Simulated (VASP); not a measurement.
# Ti6C in VASP: single point with PBE

Aim: the single point of Ti6C with PBE.

Everything below comes from runs of VASP 6.6.1. Logs are shortened: lines on timing, memory, paths and dates and some standing lists are left out, and cuts for length are marked.

## Step 1: The cell of the first run

The cell holds a slab with vacuum, 7 atoms: a = 2.832 Å, b = 4.579 Å, c = 22.051 Å, α = 90.00°, β = 90.00°, γ = 90.00°.

## Step 2: Single point, PBE

INCAR reads:

```
PREC = Accurate ; ENCUT = 520
EDIFF = 1E-6 ; ISMEAR = 0
SIGMA = 0.1 ; LREAL = F
LASPH = T ; NELM = 100
ALGO = Normal ; ISIF = 2
LWAVE = F ; LCHARG = T
LDIPOL = T ; IDIPOL = 3
DIPOL = 0.5 0.5 0.356 ; GGA = PE
LELF = T ; LVHAR = T
LVACPOTAV = T ; NBANDS = 47
```

KPOINTS reads:

```
Automatic mesh
0
Gamma
  9 6 1
```

POSCAR reads:

```
Ti6C
1.0
    2.8319727860      0.0000000000      0.0000000000
    0.0000000000      4.5793473380      0.0000000000
    0.0000000000      0.0000000000     22.0506909065
Ti C
6 1
Direct
    0.5000000000      0.0000000000      0.1814002118
    0.0000000000      0.5000000000      0.2413504290
    0.5000000000      0.0000000000      0.3013006462
    0.5000000000      0.5000000000      0.3625816208
    0.0000000000      0.0000000000      0.4208167734
    0.5000000000      0.5000000000      0.4784743912
    1.0000000000      1.0000000000      0.5058253221
```

Potentials or basis: VASP PAW PBE potentials, release 64 (Ti_sv, C).

Launch:

```sh
> cat potpaw_PBE.64/Ti_sv/POTCAR potpaw_PBE.64/C/POTCAR > POTCAR
> mpirun -np 1 vasp_std > vasp.out
```

OUTCAR:

```text
PREC = Accurate
   ENCUT = 520
   EDIFF = 1E-6
   ISMEAR = 0
   LREAL = F
   LASPH = T
   NELM = 100
   ISIF = 2
   GGA = PE

 ion  position               nearest neighbor table
   1  0.500  0.000  0.181-   3 2.64
   2  0.000  0.500  0.241-
   3  0.500  0.000  0.301-   1 2.64   4 2.66   4 2.66
   4  0.500  0.500  0.363-   6 2.56   3 2.66   3 2.66
   5  0.000  0.000  0.421-   7 1.87
   6  0.500  0.500  0.478-   4 2.56
   7  0.000  0.000  0.506-   5 1.87

  LATTYP: Found a simple orthorhombic cell.
 ALAT       =     2.8319727860
 B/A-ratio  =     1.6170167173
 C/A-ratio  =     7.7863357358

  Lattice vectors:

 A1 = (   2.8319727860,   0.0000000000,   0.0000000000)
 A2 = (   0.0000000000,   4.5793473380,   0.0000000000)
 A3 = (   0.0000000000,   0.0000000000,  22.0506909065)

Analysis of symmetry for initial positions (statically):
=====================================================================
 Subroutine PRICEL returns:
 Original cell was already a primitive cell.

 Routine SETGRP: Setting up the symmetry group for a
 simple orthorhombic supercell.

 Subroutine GETGRP returns: Found  4 space group operations
 (whereof  4 operations were pure point group operations)
 out of a pool of  8 trial point group operations.

The static configuration has the point symmetry C_2v.

Analysis of symmetry for dynamics (positions and initial velocities):
=====================================================================
 Subroutine PRICEL returns:
 Original cell was already a primitive cell.

 Routine SETGRP: Setting up the symmetry group for a
 simple orthorhombic supercell.

 Subroutine GETGRP returns: Found  4 space group operations
 (whereof  4 operations were pure point group operations)
 out of a pool of  8 trial point group operations.

The dynamic configuration has the point symmetry C_2v.

 Subroutine INISYM returns: Found  4 space group operations
 (whereof  4 operations are pure point group operations),
 and found     1 'primitive' translations

----------------------------------------------------------------------------------------

                                     Primitive cell

  volume of cell :     285.9663

  direct lattice vectors                    reciprocal lattice vectors
     2.831972786  0.000000000  0.000000000     0.353110738  0.000000000  0.000000000
[... 99 lines left out ...]
   POTIM  = 0.5000    time-step for ionic-motion
   TEBEG  =    0.0;   TEEND  =   0.0 temperature during run
   PSTRESS=    0.0 pullay stress
   NELECT =      76.0000    total number of electrons
   NUPDOWN=      -1.0000    fix difference up-down
   EMIN   =  10.00;   EMAX   =-10.00  energy-range for DOS
   EFERMI =   0.00;   METHOD = LEGACY
   ISMEAR =     0;   SIGMA  =   0.10  broadening in eV -4-tet -1-fermi 0-gaus
   EFERMI_NEDOS =   21; number of points for ismear=-14 and -15
   IALGO  =     38    algorithm
   IMIX   =      4    mixing-type and parameters
     AMIX     =   0.40;   BMIX     =  1.00
     AMIX_MAG =   1.60;   BMIX_MAG =  1.00
  volume/ion in A,a.u.               =      40.85       275.69
  Fermi-wavevector in a.u.,A,eV,Ry     =   1.052546  1.989023 15.073256  1.107853
  Thomas-Fermi vector in A             =   2.187633
   LORBIT       =      0    0 simple, 1 ext, 2 COOP (PROOUT), +10 PAW based schemes
   GGA     = PE    functional components
   LHFCALC =     F    Hartree Fock is set to
   AEXX    =    0.0000 exact exchange contribution
   IVDW    =     0    specifies the selected vdW correction
   LEPSILON=     F    determine dielectric tensor
   LRPA    =     F    only Hartree local field effects (RPA)
 non-spin polarized calculation
 Gauss-broadening in eV      SIGMA  =   0.10
  energy-cutoff  :      520.00
  volume of cell :      285.97
 maximum number of plane-waves:      7748
 NGX is ok and might be reduce to    24
   NGX = 11   NGY = 17   NGZ = 81

 dipolmoment           0.000000      0.000000     -0.067884 electrons x Angstroem

 number of electron      75.9999999 magnetization

 dipolmoment           0.000000      0.000000      0.132891 electrons x Angstroem

 Free energy of the ion-electron system (eV)
  ---------------------------------------------------
  ext. energy  EPLUGINS =         0.00000000
  ---------------------------------------------------
  free energy    TOTEN  =       -50.92932227 eV

  energy without entropy =      -50.88574617  energy(sigma->0) =      -50.90753422

 E-fermi :   0.5624     XC(G=0):  -5.3905

 val. band max:        0.5600462975   @ k =   0.2222   0.3333   0.0000
 cond. band min:       0.5699602701   @ k =   0.3333   0.5000   0.0000
 fundamental gap:      0.0099139726
 Fermi energy:         0.5624112825

 k-point     1 :       0.0000    0.0000    0.0000
  band No.  band energies     occupation
      1     -56.6924      2.00000
      2     -56.3812      2.00000
      3     -56.2673      2.00000
      4     -56.0131      2.00000
      5     -55.8543      2.00000
      6     -55.6219      2.00000
[... 989 lines left out ...]
     46       1.6536      0.00000
     47       1.8037      0.00000

------------------------ aborting loop because EDIFF is reached ----------------------------------------

  FORCE on cell =-STRESS in cart. coord.  units (eV):
  Direction    XX          YY          ZZ          XY          YZ          ZX
  --------------------------------------------------------------------------------------
  -------------------------------------------------------------------------------------
  Total       -3.0964267     -9.9681061      1.2686380      0.0000000      0.0000000      0.0000000
  in kB      -17.3482839    -55.8480959      7.1077712      0.0000000      0.0000000      0.0000000
  external PRESSURE =     -22.0295362 kB  Pullay stress =       0.0000000 kB

 VOLUME and BASIS-vectors are now :
 -----------------------------------------------------------------------------
  energy-cutoff  :      520.00
  volume of cell :      285.97
      direct lattice vectors                 reciprocal lattice vectors
     2.831972786  0.000000000  0.000000000     0.353110738  0.000000000  0.000000000
     0.000000000  4.579347338  0.000000000     0.000000000  0.218371730  0.000000000
     0.000000000  0.000000000 22.050690907     0.000000000  0.000000000  0.045350053

 POSITION                                       TOTAL-FORCE (eV/Angst)
 -----------------------------------------------------------------------------------
      1.41599      0.00000      4.00000         0.000000      0.000000      0.363644
      0.00000      2.28967      5.32194         0.000000      0.000000      0.255202
      1.41599      0.00000      6.64389         0.000000      0.000000     -0.628953
      1.41599      2.28967      7.99518         0.000000      0.000000     -0.224110
      0.00000      0.00000      9.27930         0.000000      0.000000     -1.540371
      1.41599      2.28967     10.55069         0.000000      0.000000      1.734357
      0.00000      0.00000     11.15380         0.000000      0.000000      0.040231
 -----------------------------------------------------------------------------------
    total drift:                                0.000000      0.000000     -0.000031

  FREE ENERGIE OF THE ION-ELECTRON SYSTEM (eV)
  ---------------------------------------------------
  free  energy   TOTEN  =       -50.9293222694 eV

  energy  without entropy=      -50.8857461707  energy(sigma->0) =      -50.90753422

 vacuum level on the upper side and lower side of the slab         5.822         3.968
```

stdout:

```text
POSCAR found type information on POSCAR TiC
 POSCAR found :  2 types and       7 ions
 scaLAPACK will be used
 LDA part: xc-table for (Slater+PW92), standard interpolation
 POSCAR, INCAR and KPOINTS ok, starting setup
 FFT: planning ... GRIDC
 FFT: planning ... GRID_SOFT
 FFT: planning ... GRID
 WAVECAR not read
 entering main loop
 -----------------------------------------------------------------------------
|                                                                             |
|           W    W    AA    RRRRR   N    N  II  N    N   GGGG   !!!           |
|           W    W   A  A   R    R  NN   N  II  NN   N  G    G  !!!           |
|           W    W  A    A  R    R  N N  N  II  N N  N  G       !!!           |
|           W WW W  AAAAAA  RRRRR   N  N N  II  N  N N  G  GGG   !            |
|           WW  WW  A    A  R   R   N   NN  II  N   NN  G    G                |
|           W    W  A    A  R    R  N    N  II  N    N   GGGG   !!!           |
|                                                                             |
|     Did not find any points to average over, which means that no vacuum     |
|     field-free region was found. Please increase the size of  your cell     |
|     in the dimension of the dipole correction to obtain accurate            |
|     workfunction values.                                                    |
|                                                                             |
 -----------------------------------------------------------------------------
```

Wall time 7 min (1 thread of AMD EPYC 9R45 (Zen 5), shared host); peak memory 0.44 GiB.

Results:

* Free energy: -50.9293 eV
* Largest force: 1.734 eV/Å
* Band gap on the k mesh: zero (bands 38 and 39 overlap by 0.16 eV)

Forces in eV/Å, atoms in the order of the input:
```
Ti   0.000  0.000  0.364
Ti   0.000  0.000  0.255
Ti   0.000  0.000 -0.629
Ti   0.000  0.000 -0.224
Ti   0.000  0.000 -1.540
Ti   0.000  0.000  1.734
C    0.000  0.000  0.040
```

Levels at points of the mesh, in eV from the Fermi level:
| k point | band 34 | band 35 | band 36 | band 37 | band 38 | band 39 | band 40 | band 41 | band 42 | band 43 |
| --- | --- | --- | --- | --- | --- | --- | --- | --- | --- | --- |
| (0.00, 0.00, 0.00) | -0.68 | -0.53 | -0.52 | -0.20 | -0.07 | 0.07 | 0.22 | 0.38 | 0.65 | 0.84 |
| (0.00, 0.50, 0.00) | -0.52 | -0.44 | -0.34 | -0.22 | -0.19 | 0.18 | 0.28 | 0.46 | 0.60 | 0.69 |
